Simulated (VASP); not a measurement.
# TiB2 (Fm-3m) in VASP: notebook

The runs below take TiB2 through relaxation of cell and atoms, with PBE.

All numbers are computed with VASP 6.6.1; they aren't measurements. Logs are shortened: lines on timing, memory, paths and dates and some standing lists are left out, and cuts for length are marked.

## (1) The cell of the first run

Symmetry: Fm-3m, No. 225, cubic system. The conventional cell has a = 4.760 Å, b = 4.760 Å, c = 4.760 Å, α = 90.00°, β = 90.00°, γ = 90.00°. Within 2.7 Å of Ti (site symmetry m-3m) lie 8 B at 2.06 Å. B (site symmetry -43m) has 4 Ti at 2.06 Å and 6 B at 2.38 Å within 2.7 Å.

## (2) Relaxation of cell and atoms, PBE

Input file INCAR:

```
PREC = Accurate
ENCUT = 500
EDIFF = 1E-7
ISMEAR = 1
SIGMA = 0.05
LREAL = False
LASPH = True
NELM = 120
ALGO = Normal
ISIF = 3
LWAVE = False
LCHARG = False
GGA = PE
IBRION = 2
NSW = 80
EDIFFG = -0.03
GGA_COMPAT = False
NELMIN = 4
```

Input file KPOINTS:

```
Automatic mesh
0
Gamma
  8 8 8
```

Input file POSCAR:

```
TiB2
1.0
    0.0000000000      2.3800000000      2.3800000000
    2.3800000000      0.0000000000      2.3800000000
    2.3800000000      2.3800000000      0.0000000000
Ti B
1 2
Direct
    0.0000000000      0.0000000000      0.0000000000
    0.2500000000      0.2500000000      0.2500000000
    0.7500000000      0.7500000000      0.7500000000
```

Potentials or basis: VASP PAW PBE potentials, release 64 (Ti_sv, B).

Command:

```sh
> cat potpaw_PBE.64/Ti_sv/POTCAR potpaw_PBE.64/B/POTCAR > POTCAR
> mpirun -np 1 vasp_std > vasp.out
```

OUTCAR:

```text
PREC = Accurate
   ENCUT = 500
   EDIFF = 1E-7
   ISMEAR = 1
   LREAL = False
   LASPH = True
   NELM = 120
   ISIF = 3
   GGA = PE
   IBRION = 2
   NSW = 80
   EDIFFG = -0.03
   NELMIN = 4

 ion  position               nearest neighbor table
   1  0.000  0.000  0.000-   3 2.06   3 2.06   3 2.06   2 2.06   3 2.06   2 2.06   2 2.06   2 2.06

   2  0.250  0.250  0.250-   1 2.06   1 2.06   1 2.06   1 2.06
   3  0.750  0.750  0.750-   1 2.06   1 2.06   1 2.06   1 2.06

  LATTYP: Found a face centered cubic cell.
 ALAT       =     4.7600000000

  Lattice vectors:

 A1 = (   0.0000000000,   2.3800000000,   2.3800000000)
 A2 = (   2.3800000000,   0.0000000000,   2.3800000000)
 A3 = (   2.3800000000,   2.3800000000,   0.0000000000)

Analysis of symmetry for initial positions (statically):
=====================================================================
 Subroutine PRICEL returns:
 Original cell was already a primitive cell.

 Routine SETGRP: Setting up the symmetry group for a
 face centered cubic supercell.

 Subroutine GETGRP returns: Found 48 space group operations
 (whereof 48 operations were pure point group operations)
 out of a pool of 48 trial point group operations.

The static configuration has the point symmetry O_h .

Analysis of symmetry for dynamics (positions and initial velocities):
=====================================================================
 Subroutine PRICEL returns:
 Original cell was already a primitive cell.

 Routine SETGRP: Setting up the symmetry group for a
 face centered cubic supercell.

 Subroutine GETGRP returns: Found 48 space group operations
 (whereof 48 operations were pure point group operations)
 out of a pool of 48 trial point group operations.

The dynamic configuration has the point symmetry O_h .

 Subroutine INISYM returns: Found 48 space group operations
 (whereof 48 operations are pure point group operations),
 and found     1 'primitive' translations

----------------------------------------------------------------------------------------

                                     Primitive cell

  volume of cell :      26.9625

  direct lattice vectors                    reciprocal lattice vectors
     0.000000000  2.380000000  2.380000000    -0.210084034  0.210084034  0.210084034
     2.380000000  0.000000000  2.380000000     0.210084034 -0.210084034  0.210084034
     2.380000000  2.380000000  0.000000000     0.210084034  0.210084034 -0.210084034

  length of vectors
     3.365828278  3.365828278  3.365828278     0.363876220  0.363876220  0.363876220

  position of ions in fractional coordinates (direct lattice)
     0.000000000  0.000000000  0.000000000
     0.250000000  0.250000000  0.250000000
     0.750000000  0.750000000  0.750000000

  ion indices of the primitive-cell ions
   primitive index   ion index
                 1           1
                 2           2
                 3           3

----------------------------------------------------------------------------------------

 KPOINTS: Automatic mesh

Automatic generation of k-mesh.
 Grid dimensions read from file:
 generate k-points for:    8    8    8

 Generating k-lattice:

  Cartesian coordinates                     Fractional coordinates (reciprocal lattice)
    -0.026260504  0.026260504  0.026260504     0.125000000  0.000000000  0.000000000
     0.026260504 -0.026260504  0.026260504     0.000000000  0.125000000  0.000000000
     0.026260504  0.026260504 -0.026260504     0.000000000  0.000000000  0.125000000

  Length of vectors
     0.045484528  0.045484528  0.045484528

  Shift w.r.t. Gamma in fractional coordinates (k-lattice)
     0.000000000  0.000000000  0.000000000

 Subroutine IBZKPT returns following result:
 ===========================================

 Found     29 irreducible k-points:

 Following reciprocal coordinates:
            Coordinates               Weight
  0.000000  0.000000  0.000000      1.000000
  0.125000  0.000000  0.000000      8.000000
  0.250000  0.000000  0.000000      8.000000
  0.375000  0.000000  0.000000      8.000000
  0.500000  0.000000  0.000000      4.000000
  0.125000  0.125000  0.000000      6.000000
[... 16 lines left out ...]
  0.500000  0.250000  0.125000     48.000000
 -0.375000  0.250000  0.125000     24.000000
 [... further k-points ...]
   k-points           NKPTS =     29   k-points in BZ     NKDIM =     29   number of bands    NBANDS=     13
   number of dos      NEDOS =    301   number of ions     NIONS =      3
   total plane-waves  NPLWV =  21952
   dimension x,y,z NGX =    28 NGY =   28 NGZ =   28
   dimension x,y,z NGXF=    56 NGYF=   56 NGZF=   56
   ions per type =               1   2
   NGX,Y,Z   is equivalent  to a cutoff of  13.83, 13.83, 13.83 a.u.
   NGXF,Y,Z  is equivalent  to a cutoff of  27.66, 27.66, 27.66 a.u.
 SYSTEM =  unknown system
   PREC   = accura    normal or accurate (medium, high low for compatibility)
   ISTART =      0    job   : 0-new  1-cont  2-samecut
   ICHARG =      2    charge: 1-file 2-atom 10-const
   ISPIN  =      1    spin polarized calculation?
   LNONCOLLINEAR =      F non collinear calculations
   LSORBIT =      F    spin-orbit coupling
   LASPH  =      T    aspherical Exc in radial PAW
   ENCUT  =  500.0 eV  36.75 Ry    6.06 a.u.   6.14  6.14  6.14*2*pi/ulx,y,z
   NELM   =    120;   NELMIN=  4; NELMDL= -5     # of ELM steps
   EDIFF  = 0.1E-06   stopping-criterion for ELM
   LREAL  =      F    real-space projection
   EDIFFG = -.3E-01   stopping-criterion for IOM
   NSW    =     80    number of steps for IOM
   IBRION =      2    ionic relax: 0-MD 1-quasi-New 2-CG
   NFREE  =      1    steps in history (QN), initial steepest desc. (CG)
   ISIF   =      3    stress and relaxation
   ISYM   =      2    0-nonsym 1-usesym 2-fastsym
   POTIM  = 0.5000    time-step for ionic-motion
   TEBEG  =    0.0;   TEEND  =   0.0 temperature during run
   PSTRESS=    0.0 pullay stress
   NELECT =      18.0000    total number of electrons
   NUPDOWN=      -1.0000    fix difference up-down
   EMIN   =  10.00;   EMAX   =-10.00  energy-range for DOS
   EFERMI =   0.00;   METHOD = LEGACY
   ISMEAR =     1;   SIGMA  =   0.05  broadening in eV -4-tet -1-fermi 0-gaus
   EFERMI_NEDOS =   21; number of points for ismear=-14 and -15
   IALGO  =     38    algorithm
   IMIX   =      4    mixing-type and parameters
     AMIX     =   0.40;   BMIX     =  1.00
     AMIX_MAG =   1.60;   BMIX_MAG =  1.00
  volume/ion in A,a.u.               =       8.99        60.65
  Fermi-wavevector in a.u.,A,eV,Ry     =   1.430799  2.703819 27.853664  2.047187
  Thomas-Fermi vector in A             =   2.550605
   LORBIT       =      0    0 simple, 1 ext, 2 COOP (PROOUT), +10 PAW based schemes
   GGA     = PE    functional components
   LHFCALC =     F    Hartree Fock is set to
   AEXX    =    0.0000 exact exchange contribution
   IVDW    =     0    specifies the selected vdW correction
   LEPSILON=     F    determine dielectric tensor
   LRPA    =     F    only Hartree local field effects (RPA)
 conjugate gradient relaxation of ions
 non-spin polarized calculation
 Methfessel and Paxton  Order N= 1 SIGMA  =   0.05
  energy-cutoff  :      500.00
  volume of cell :       26.96
 maximum number of plane-waves:       701
 NGX is ok and might be reduce to    28
   NGX = 13   NGY = 13   NGZ = 13

--------------------------------------- Ionic step        1  -------------------------------------------

 number of electron      18.0000003 magnetization

 Free energy of the ion-electron system (eV)
  ---------------------------------------------------
  ext. energy  EPLUGINS =         0.00000000
  ---------------------------------------------------
  free energy    TOTEN  =       -18.55312677 eV

  energy without entropy =      -18.55295240  energy(sigma->0) =      -18.55306865

------------------------ aborting loop because EDIFF is reached ----------------------------------------

  FORCE on cell =-STRESS in cart. coord.  units (eV):
  Direction    XX          YY          ZZ          XY          YZ          ZX
  --------------------------------------------------------------------------------------
  -------------------------------------------------------------------------------------
  Total        7.4765269      7.4765269      7.4765269      0.0000000     -0.0000000      0.0000000
  in kB      444.2726864    444.2726864    444.2726864      0.0000000     -0.0000000      0.0000000
  external PRESSURE =     444.2726864 kB  Pullay stress =       0.0000000 kB
[... 59 lines left out ...]
  energy  without entropy=      -18.9912177927  energy(sigma->0) =      -18.99120698

--------------------------------------- Ionic step        3  -------------------------------------------

 number of electron      17.9999996 magnetization

 Free energy of the ion-electron system (eV)
  ---------------------------------------------------
  ext. energy  EPLUGINS =         0.00000000
  ---------------------------------------------------
  free energy    TOTEN  =       -19.26597582 eV

  energy without entropy =      -19.26576492  energy(sigma->0) =      -19.26590552

 E-fermi :   6.7336     XC(G=0): -11.4817

 val. band max:        6.7226314665   @ k =  -0.2500   0.2500   0.0000
 cond. band min:       6.7876962536   @ k =  -0.3750   0.1250   0.0000
 fundamental gap:      0.0650647870
 Fermi energy:         6.7335917340

 k-point     1 :       0.0000    0.0000    0.0000
  band No.  band energies     occupation
      1     -49.7944      2.00000
      2     -26.0736      2.00000
      3     -26.0736      2.00000
      4     -26.0736      2.00000
      5      -4.0242      2.00000
      6       3.3533      2.00000
      7       3.3533      2.00000
      8       3.3533      2.00000
      9       7.6643     -0.00000
     10       7.9776      0.00000
     11       7.9776      0.00000
     12      11.8105      0.00000
     13      11.8105      0.00000
[... 353 lines left out ...]
 k-point    24 :      -0.3750    0.2500    0.1250
  band No.  band energies     occupation
      1     -49.7826      2.00000
      2     -26.1800      2.00000
      3     -26.1248      2.00000
      4     -26.1040      2.00000
      5      -0.4401      2.00000
      6       0.2273      2.00000
      7       3.3024      2.00000
      8       4.4558      2.00000
      9       5.7553      2.00000
     10       7.0406     -0.00000
     11       7.9820      0.00000
     12       9.3393      0.00000
     13       9.5995      0.00000

 [... further k-points ...]

------------------------ aborting loop because EDIFF is reached ----------------------------------------

  FORCE on cell =-STRESS in cart. coord.  units (eV):
  Direction    XX          YY          ZZ          XY          YZ          ZX
  --------------------------------------------------------------------------------------
  -------------------------------------------------------------------------------------
  Total       -0.0222302     -0.0222302     -0.0222302     -0.0000000     -0.0000000     -0.0000000
  in kB       -1.0781687     -1.0781687     -1.0781687     -0.0000000     -0.0000000     -0.0000000
  external PRESSURE =      -1.0781687 kB  Pullay stress =       0.0000000 kB
[... 18 lines left out ...]
  FREE ENERGIE OF THE ION-ELECTRON SYSTEM (eV)
  ---------------------------------------------------
  free  energy   TOTEN  =       -19.2659758164 eV

  energy  without entropy=      -19.2657649160  energy(sigma->0) =      -19.26590552

 reached required accuracy - stopping structural energy minimisation
```

Wall time 42 s (1 thread of Intel Xeon Platinum 8488C (Sapphire Rapids), shared host); peak memory 0.16 GiB.

What came out:

```
Free energy                           : -19.2660 eV
Relaxed volume                        : 11.01 Å³/atom
Relaxed cell                          : a = 3.602 Å, b = 3.602 Å, c = 3.602 Å, α = 60.00°, β = 60.00°, γ = 60.00°
Space group after relaxing (to 0.1 Å) : Fm-3m (No. 225)
Energy gained by relaxing             : 237.6 meV/atom
Ionic steps                           : 3
Pressure after relaxing               : -0.1 GPa
Band gap on the k mesh                : zero (bands 9 and 10 overlap by 1.36 eV)
```

The path:
| step | energy change (eV) | largest force (eV/Å) | pressure (GPa) | volume (Å³) |
| --- | --- | --- | --- | --- |
| 1 | 0.0000 | 0.0000 | 44.43 | 26.96 |
| 2 | -0.4381 | 0.0000 | -16.15 | 37.90 |
| 3 | -0.7128 | 0.0000 | -0.11 | 33.03 |

Final structure:
```
Ti B
1.0
     0.00000    2.54671    2.54671
     2.54671    0.00000    2.54671
     2.54671    2.54671    0.00000
Ti B
1 2
Direct
  0.00000 0.00000 0.00000
  0.25000 0.25000 0.25000
  0.75000 0.75000 0.75000
```

Caveat: the volume moved by over 15 % at a fixed basis, so the end points are rough.

## (3) Relaxation of cell and atoms, PBE, target pressure 5 GPa, at which the enthalpy is minimised

Input file INCAR:

```
SYSTEM = TiB2
  PREC = Accurate
  ENCUT = 500
  EDIFF = 1E-7
  ISMEAR = 1
  SIGMA = 0.05
  LREAL = .False.
  LASPH = .True.
  NELM = 120
  ALGO = Normal
  ISIF = 3
  LWAVE = .False.
  LCHARG = .False.
  GGA = PE
  IBRION = 2
  NSW = 80
  EDIFFG = -0.03
  PSTRESS = 50.0
  GGA_COMPAT = .False.
  NELMIN = 4
```

Input file KPOINTS:

```
regular mesh
0
Gamma
  8 8 8
  0 0 0
```

POSCAR is that of step 2.

Potentials or basis: VASP PAW PBE potentials, release 64 (Ti_sv, B).

Command:

```sh
> cat potpaw_PBE.64/Ti_sv/POTCAR potpaw_PBE.64/B/POTCAR > POTCAR
> mpirun -np 1 vasp_std > vasp.out
```

Wall time 54 s (1 thread of Intel Xeon Platinum 8488C (Sapphire Rapids), shared host); peak memory 0.16 GiB.

It converged, with:

```yaml
Free_energy: -19.2522 eV
Relaxed_volume: 10.68 Å³/atom
Relaxed_cell: a = 3.565 Å, b = 3.565 Å, c = 3.565 Å, α = 60.00°, β = 60.00°, γ = 60.00°
Space_group_after_relaxing_to_0.1_Å: Fm-3m (No. 225)
Energy_change_on_relaxing_the_run_minimises_the_enthalpy: -233.0 meV/atom
Ionic_steps: 3
Pressure_after_relaxing: 4.7 GPa
Band_gap_on_the_k_mesh: zero (bands 9 and 10 overlap by 1.53 eV)
```

The path:
| step | energy change (eV) | largest force (eV/Å) | pressure (GPa) | volume (Å³) |
| --- | --- | --- | --- | --- |
| 1 | 0.0000 | 0.0000 | 44.43 | 26.96 |
| 2 | -0.5610 | 0.0000 | -12.75 | 36.55 |
| 3 | -0.6991 | 0.0000 | 4.69 | 32.04 |

Final structure:
```xyz
3
Lattice="0.0000 2.5210 2.5210 2.5210 0.0000 2.5210 2.5210 2.5210 0.0000" Properties=species:S:1:pos:R:3 pbc="T T T"
Ti    0.0000    0.0000    0.0000
B     1.2605    1.2605    1.2605
B     3.7815    3.7815    3.7815
```

Levels at points of the mesh, in eV from the Fermi level:
```
           k point  band 7  band 8  band 9  band 10  band 11  band 12
(0.00, 0.00, 0.00)   -3.51   -3.51    1.12     1.26     1.26     5.17
(0.50, 0.00, 0.00)   -2.55   -2.55    0.81     1.60     1.60     1.76
(0.50, 0.50, 0.00)   -5.56   -1.75   -1.75     0.68     0.68     2.17
```

Caveat: the cell is relaxed towards a set pressure, so the run minimises the enthalpy, not the energy; the volume moved by over 15 % at a fixed basis, so the end points are rough.
